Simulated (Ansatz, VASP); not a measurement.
Two plane-wave programs on ScInTeSe

```
Sc In Te Se
1.0
     4.13982    0.00000    0.00000
     0.00000    4.13982    0.00000
     0.00000    0.00000    6.29289
Sc In Te Se
1 1 1 1
Direct
  0.00000 0.00000 0.00000
  0.00000 0.00000 0.50000
  0.50000 0.50000 0.50000
  0.50000 0.50000 0.00000
```

Change from the starting cell: species swapped into the KNaICl type (P4/mmm, No. 123).

Alike in both runs: functional PBE; k mesh 3 × 3 × 2; occupations gaussian, width 0.15 eV; no spin polarisation.

Ansatz relaxed the structure, and its values are those at the end. VASP's run is a single point on that final structure, the one shown.

|  | VASP | Ansatz |
| --- | --- | --- |
| version | VASP 6.6.1 | Ansatz 0.2.0 |
| potentials or method | VASP PAW PBE potentials, release 64 (Sc_sv, In_d, Te, Se), cutoff 500 eV | scalar-relativistic, plane waves, PAW |
| valence electrons in the cell | 36 | 56 |

```tsv
	VASP	Ansatz	Ansatz less VASP
gap on the k mesh at the Fermi level (eV)	none	none	-
pressure (GPa)	-0.1	-0.1	-0.02
```

A gap of «none» marks a metal or a gap that the smearing closes. The functional is the same, so the differences come from potentials, cutoffs and numerics. VASP's potentials hold 36 valence electrons a cell and Ansatz's 56, so a difference there can come from the potentials and not from the codes.

The k mesh is coarse, so the values compare programs but aren't converged. Neither program's run includes spin-orbit coupling.
